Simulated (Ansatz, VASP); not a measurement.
Two plane-wave programs on Rh

```
Rh
1.0
    -1.35410    1.35410    1.91494
     1.35410   -1.35410    1.91494
     1.35410    1.35410   -1.91494
Rh
1
Direct
  0.00000 0.00000 0.00000
```

Alike in both runs: functional PBE; k mesh 28 × 28 × 28; occupations gaussian, width 0.1 eV; no spin polarisation.

Ansatz relaxed the structure, and its values are those at the end. VASP's run is a single point on that final structure, the one shown.

```csv
,VASP,Ansatz
version,VASP 6.6.1,Ansatz 0.2.0
potentials or method,"VASP PAW PBE potentials, release 64 (Rh_pv), cutoff 520 eV","scalar-relativistic, plane waves, PAW"
valence electrons in the cell,15,17
```

```tsv
	VASP	Ansatz	Ansatz less VASP
gap on the k mesh at the Fermi level (eV)	none	none	-
pressure (GPa)	0.1	0.0	-0.05
```

A gap of «none» marks a metal or a gap that the smearing closes. The functional is the same, so the differences come from potentials, cutoffs and numerics. VASP's potentials hold 15 valence electrons a cell and Ansatz's 17, so a difference there can come from the potentials and not from the codes.
